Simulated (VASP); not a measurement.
**Rh: single point with LDA**

The system is Rh.

```
CELL_PARAMETERS angstrom
2.73098 0.00000 0.00000
-1.36549 2.36510 0.00000
0.00000 0.00000 4.42849
ATOMIC_POSITIONS crystal
Rh 0.66667 0.33333 0.75000
Rh 0.33333 0.66667 0.25000
```

```yaml
Program: VASP 6.6.1
Task: single point
Functional: LDA
Potentials_or_basis: VASP PAW LDA potentials, release 64 (Rh_pv)
Cutoff: 520 eV
k_mesh: 11 × 11 × 6
Occupations: gaussian, width 0.25 eV
Spin: no spin polarisation
```

```json
{
  "Pressure": "-18.3 GPa",
  "Band gap on the k mesh": "zero (band 15 reaches 11.67 eV, above the bottom of band 16 at 9.44 eV)"
}
```

Stress tensor (GPa, compression positive):
```
-17.71   0.00   0.00
  0.00 -17.71   0.00
  0.00   0.00 -19.46
```

Levels at points of the mesh, in eV from the Fermi level:
```tsv
k point	band 13	band 14	band 15	band 16	band 17	band 18
(0.00, 0.00, 0.00)	-2.37	-1.78	-1.78	0.15	0.15	0.72
(0.00, 0.00, 0.50)	-2.96	-2.96	-0.40	-0.40	-0.40	-0.40
```

It took 18 s on 1 thread of Intel Xeon 6975P-C, with other jobs on the host, peak memory 0.15 GiB.
